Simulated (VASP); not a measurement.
# Ca (Fm-3m) in VASP: density of states with PBE

Aim: the density of states of Ca with PBE.

Everything below comes from runs of VASP 6.6.1. Logs are shortened: lines on timing, memory, paths and dates and some standing lists are left out, and cuts for length are marked.

### 1 The cell of the first run

It takes space group Fm-3m (No. 225, cubic). The conventional cell has a = 5.525 Å, b = 5.525 Å, c = 5.525 Å, α = 90.00°, β = 90.00°, γ = 90.00°. Ca (site symmetry m-3m) has 12 Ca at 3.91 Å within 5.1 Å.

### 2 Density of states, PBE

Input file POSCAR:

```
Ca
1.0
    0.0000000000      2.7627070339      2.7627070339
    2.7627070339      0.0000000000      2.7627070339
    2.7627070339      2.7627070339      0.0000000000
Ca
1
Direct
    0.0000000000      0.0000000000      0.0000000000
```

Input file INCAR.step1:

```
SYSTEM = Ca
ALGO = Normal
EDIFF = 1E-6
ENCUT = 520
GGA = PE
ISIF = 2
ISMEAR = -1
LASPH = .TRUE.
LCHARG = .TRUE.
LREAL = .FALSE.
LWAVE = .FALSE.
NBANDS = 11
NELM = 60
PREC = Accurate
SIGMA = 0.08
```

Input file KPOINTS.step1:

```
k-points
0
G
  12 12 12
  0 0 0
```

Input file INCAR.step2:

```
SYSTEM = Ca
ALGO = Normal
EDIFF = 1E-6
ENCUT = 520
GGA = PE
ICHARG = 11
ISIF = 2
ISMEAR = -5
LASPH = .TRUE.
LCHARG = .FALSE.
LORBIT = 11
LREAL = .FALSE.
LWAVE = .FALSE.
NBANDS = 11
NEDOS = 1001
NELM = 60
PREC = Accurate
SIGMA = 0.08
```

Input file KPOINTS.step2:

```
k-points
0
G
  18 18 18
  0 0 0
```

Potentials or basis: VASP PAW PBE potentials, release 64 (Ca_sv).

On the command line:

```
$ cat potpaw_PBE.64/Ca_sv/POTCAR > POTCAR
$ cp INCAR.step1 INCAR
$ cp KPOINTS.step1 KPOINTS
$ mpirun -np 1 vasp_std > vasp.out
$ cp INCAR.step2 INCAR
$ cp KPOINTS.step2 KPOINTS
$ mpirun -np 1 vasp_std > vasp.out
```

OUTCAR:

```text
SYSTEM = Ca
   EDIFF = 1E-6
   ENCUT = 520
   GGA = PE
   ICHARG = 11
   ISIF = 2
   ISMEAR = -5
   LASPH = .TRUE.
   LORBIT = 11
   LREAL = .FALSE.
   NELM = 60
   PREC = Accurate

 ion  position               nearest neighbor table
   1  0.000  0.000  0.000-

  LATTYP: Found a face centered cubic cell.
 ALAT       =     5.5254140678

  Lattice vectors:

 A1 = (   0.0000000000,   2.7627070339,   2.7627070339)
 A2 = (   2.7627070339,   0.0000000000,   2.7627070339)
 A3 = (   2.7627070339,   2.7627070339,   0.0000000000)

Analysis of symmetry for initial positions (statically):
=====================================================================
 Subroutine PRICEL returns:
 Original cell was already a primitive cell.

 Routine SETGRP: Setting up the symmetry group for a
 face centered cubic supercell.

 Subroutine GETGRP returns: Found 48 space group operations
 (whereof 48 operations were pure point group operations)
 out of a pool of 48 trial point group operations.

The static configuration has the point symmetry O_h .

Analysis of symmetry for dynamics (positions and initial velocities):
=====================================================================
 Subroutine PRICEL returns:
 Original cell was already a primitive cell.

 Routine SETGRP: Setting up the symmetry group for a
 face centered cubic supercell.

 Subroutine GETGRP returns: Found 48 space group operations
 (whereof 48 operations were pure point group operations)
 out of a pool of 48 trial point group operations.

The dynamic configuration has the point symmetry O_h .

 Subroutine INISYM returns: Found 48 space group operations
 (whereof 48 operations are pure point group operations),
 and found     1 'primitive' translations

----------------------------------------------------------------------------------------

                                     Primitive cell

  volume of cell :      42.1730

  direct lattice vectors                    reciprocal lattice vectors
     0.000000000  2.762707034  2.762707034    -0.180981912  0.180981912  0.180981912
     2.762707034  0.000000000  2.762707034     0.180981912 -0.180981912  0.180981912
     2.762707034  2.762707034  0.000000000     0.180981912  0.180981912 -0.180981912

  length of vectors
     3.907057756  3.907057756  3.907057756     0.313469866  0.313469866  0.313469866

  position of ions in fractional coordinates (direct lattice)
     0.000000000  0.000000000  0.000000000

  ion indices of the primitive-cell ions
   primitive index   ion index
                 1           1

----------------------------------------------------------------------------------------

 KPOINTS: k-points

Automatic generation of k-mesh.
 Grid dimensions read from file:
 generate k-points for:   18   18   18

 Generating k-lattice:

  Cartesian coordinates                     Fractional coordinates (reciprocal lattice)
    -0.010054551  0.010054551  0.010054551     0.055555556  0.000000000  0.000000000
     0.010054551 -0.010054551  0.010054551     0.000000000  0.055555556  0.000000000
     0.010054551  0.010054551 -0.010054551     0.000000000  0.000000000  0.055555556

  Length of vectors
     0.017414993  0.017414993  0.017414993

  Shift w.r.t. Gamma in fractional coordinates (k-lattice)
     0.000000000  0.000000000  0.000000000

 TETIRR: Found    806 inequivalent tetrahedra from    34992

 Subroutine IBZKPT returns following result:
 ===========================================

 Found    195 irreducible k-points:

 Following reciprocal coordinates:
            Coordinates               Weight
  0.000000  0.000000  0.000000      1.000000
  0.055556  0.000000  0.000000      8.000000
  0.111111  0.000000  0.000000      8.000000
  0.166667  0.000000  0.000000      8.000000
  0.222222  0.000000  0.000000      8.000000
  0.277778  0.000000  0.000000      8.000000
[... 16 lines left out ...]
 -0.277778  0.055556  0.000000     24.000000
 -0.222222  0.055556  0.000000     24.000000
 [... further k-points ...]
   k-points           NKPTS =    195   k-points in BZ     NKDIM =    195   number of bands    NBANDS=     11
   number of dos      NEDOS =   1001   number of ions     NIONS =      1
   total plane-waves  NPLWV =  27000
   dimension x,y,z NGX =    30 NGY =   30 NGZ =   30
   dimension x,y,z NGXF=    60 NGYF=   60 NGZF=   60
   ions per type =               1
   NGX,Y,Z   is equivalent  to a cutoff of  12.77, 12.77, 12.77 a.u.
   NGXF,Y,Z  is equivalent  to a cutoff of  25.53, 25.53, 25.53 a.u.
 SYSTEM =  Ca
   PREC   = accura    normal or accurate (medium, high low for compatibility)
   ISTART =      0    job   : 0-new  1-cont  2-samecut
   ICHARG =     11    charge: 1-file 2-atom 10-const
   ISPIN  =      1    spin polarized calculation?
   LNONCOLLINEAR =      F non collinear calculations
   LSORBIT =      F    spin-orbit coupling
   LASPH  =      T    aspherical Exc in radial PAW
   ENCUT  =  520.0 eV  38.22 Ry    6.18 a.u.   7.26  7.26  7.26*2*pi/ulx,y,z
   NELM   =     60;   NELMIN=  2; NELMDL=  0     # of ELM steps
   EDIFF  = 0.1E-05   stopping-criterion for ELM
   LREAL  =      F    real-space projection
   EDIFFG = 0.1E-04   stopping-criterion for IOM
   NSW    =      0    number of steps for IOM
   IBRION =     -1    ionic relax: 0-MD 1-quasi-New 2-CG
   NFREE  =      0    steps in history (QN), initial steepest desc. (CG)
   ISIF   =      2    stress and relaxation
   ISYM   =      2    0-nonsym 1-usesym 2-fastsym
   POTIM  = 0.5000    time-step for ionic-motion
   TEBEG  =    0.0;   TEEND  =   0.0 temperature during run
   PSTRESS=    0.0 pullay stress
   NELECT =      10.0000    total number of electrons
   NUPDOWN=      -1.0000    fix difference up-down
   EMIN   =  10.00;   EMAX   =-10.00  energy-range for DOS
   EFERMI =   0.00;   METHOD = LEGACY
   ISMEAR =    -5;   SIGMA  =   0.08  broadening in eV -4-tet -1-fermi 0-gaus
   EFERMI_NEDOS =   21; number of points for ismear=-14 and -15
   IALGO  =     38    algorithm
   IMIX   =      4    mixing-type and parameters
     AMIX     =   0.40;   BMIX     =  1.00
     AMIX_MAG =   1.60;   BMIX_MAG =  1.00
  volume/ion in A,a.u.               =      42.17       284.60
  Fermi-wavevector in a.u.,A,eV,Ry     =   1.013281  1.914824 13.969630  1.026739
  Thomas-Fermi vector in A             =   2.146441
   LORBIT       =     11    0 simple, 1 ext, 2 COOP (PROOUT), +10 PAW based schemes
   GGA     = PE    functional components
   LHFCALC =     F    Hartree Fock is set to
   AEXX    =    0.0000 exact exchange contribution
   IVDW    =     0    specifies the selected vdW correction
   LEPSILON=     F    determine dielectric tensor
   LRPA    =     F    only Hartree local field effects (RPA)
 non-spin polarized calculation
 Fermi weights with tetrahedron method with Bloechl corrections
  energy-cutoff  :      520.00
  volume of cell :       42.17
 maximum number of plane-waves:      1158
 NGX is ok and might be reduce to    30

 number of electron      10.0000001 magnetization

 Free energy of the ion-electron system (eV)
  ---------------------------------------------------
  ext. energy  EPLUGINS =         0.00000000
  ---------------------------------------------------
  free energy    TOTEN  =        -1.92915747 eV

  energy without entropy =       -1.92915747  energy(sigma->0) =       -1.92915747

 E-fermi :   1.9606     XC(G=0):  -7.7372

 val. band max:        1.9925947148   @ k =  -0.3889   0.3333   0.0000
 cond. band min:       1.9268740775   @ k =  -0.3889   0.2778   0.0556
 fundamental gap:     -0.0657206373
 Fermi energy:         1.9606312399

 k-point     1 :       0.0000    0.0000    0.0000
  band No.  band energies     occupation
      1     -40.0482      2.00000
      2     -20.9655      2.00000
      3     -20.9655      2.00000
      4     -20.9655      2.00000
      5      -2.0640      2.00000
      6       4.3033      0.00000
      7       4.3033      0.00000
      8       4.3033      0.00000
      9       5.3747      0.00000
     10       5.3747      0.00000
     11      11.0832      0.00000

 k-point     2 :       0.0556    0.0000    0.0000
  band No.  band energies     occupation
      1     -40.0478      2.00000
      2     -20.9698      2.00000
      3     -20.9661      2.00000
      4     -20.9661      2.00000
      5      -2.0110      2.00000
      6       4.2451      0.00000
      7       4.3242      0.00000
      8       4.3242      0.00000
      9       5.3561      0.00000
     10       5.3561      0.00000
     11      11.1518      0.00000

 k-point     3 :       0.1111    0.0000    0.0000
  band No.  band energies     occupation
      1     -40.0467      2.00000
      2     -20.9820      2.00000
      3     -20.9678      2.00000
      4     -20.9678      2.00000
      5      -1.8536      2.00000
      6       4.0818      0.00000
      7       4.3782      0.00000
      8       4.3782      0.00000
      9       5.3130      0.00000
     10       5.3130      0.00000
     11      11.2601      0.00000

 k-point     4 :       0.1667    0.0000    0.0000
  band No.  band energies     occupation
      1     -40.0448      2.00000
      2     -21.0006      2.00000
      3     -20.9704      2.00000
      4     -20.9704      2.00000
      5      -1.5966      2.00000
      6       3.8393      0.00000
      7       4.4364      0.00000
      8       4.4364      0.00000
      9       5.2848      0.00000
     10       5.2848      0.00000
     11      10.6679      0.00000
[... 239 lines left out ...]
 k-point    22 :      -0.3333    0.0556    0.0000
  band No.  band energies     occupation
      1     -40.0372      2.00000
      2     -21.0758      2.00000
      3     -20.9853      2.00000
      4     -20.9799      2.00000
      5      -0.1196      2.00000
      6       2.7295      0.00000
      7       4.2387      0.00000
      8       4.3398      0.00000
      9       5.6029      0.00000
     10       5.8683      0.00000
     11       8.0286      0.00000

 k-point    23 :      -0.2778    0.0556    0.0000
  band No.  band energies     occupation
      1     -40.0392      2.00000
      2     -21.0550      2.00000
      3     -20.9825      2.00000
      4     -20.9766      2.00000
      5      -0.6217      2.00000
      6       3.0953      0.00000
      7       4.3179      0.00000
      8       4.4276      0.00000
      9       5.3775      0.00000
     10       5.6809      0.00000
     11       8.7164      0.00000

 k-point    24 :      -0.2222    0.0556    0.0000
  band No.  band energies     occupation
      1     -40.0416      2.00000
      2     -21.0318      2.00000
      3     -20.9791      2.00000
      4     -20.9732      2.00000
      5      -1.0702      2.00000
      6       3.4271      0.00000
      7       4.3857      0.00000
      8       4.4976      0.00000
      9       5.2046      0.00000
     10       5.5145      0.00000
     11       9.5222      0.00000

 [... further k-points ...]

------------------------ aborting loop because EDIFF is reached ----------------------------------------

  FORCE on cell =-STRESS in cart. coord.  units (eV):
  Direction    XX          YY          ZZ          XY          YZ          ZX
  --------------------------------------------------------------------------------------
  -------------------------------------------------------------------------------------
  Total       -0.0290284     -0.0290284     -0.0290284      0.0000000      0.0000000     -0.0000000
  in kB       -1.1028073     -1.1028073     -1.1028073      0.0000000      0.0000000     -0.0000000
  external PRESSURE =      -1.1028073 kB  Pullay stress =       0.0000000 kB

 VOLUME and BASIS-vectors are now :
 -----------------------------------------------------------------------------
  energy-cutoff  :      520.00
  volume of cell :       42.17
      direct lattice vectors                 reciprocal lattice vectors
     0.000000000  2.762707034  2.762707034    -0.180981912  0.180981912  0.180981912
     2.762707034  0.000000000  2.762707034     0.180981912 -0.180981912  0.180981912
     2.762707034  2.762707034  0.000000000     0.180981912  0.180981912 -0.180981912

 POSITION                                       TOTAL-FORCE (eV/Angst)
 -----------------------------------------------------------------------------------
      0.00000      0.00000      0.00000         0.000000      0.000000     -0.000000
 -----------------------------------------------------------------------------------
    total drift:                               -0.000000     -0.000000     -0.000000

  FREE ENERGIE OF THE ION-ELECTRON SYSTEM (eV)
  ---------------------------------------------------
  free  energy   TOTEN  =        -1.9291574693 eV

  energy  without entropy=       -1.9291574693  energy(sigma->0) =       -1.92915747

 total charge

# of ion       s       p       d       tot
------------------------------------------
    1        2.085   5.832   0.159   8.076
```

It took 2.2 min on 1 thread of AMD EPYC 7R13, shared host; peak memory 0.19 GiB.

What came out:

| Quantity | Value |
| --- | --- |
| Valence electrons inside the program's atomic spheres | Ca 8.08 |

Caveat: tetrahedron occupations give inexact forces and stress in metals.
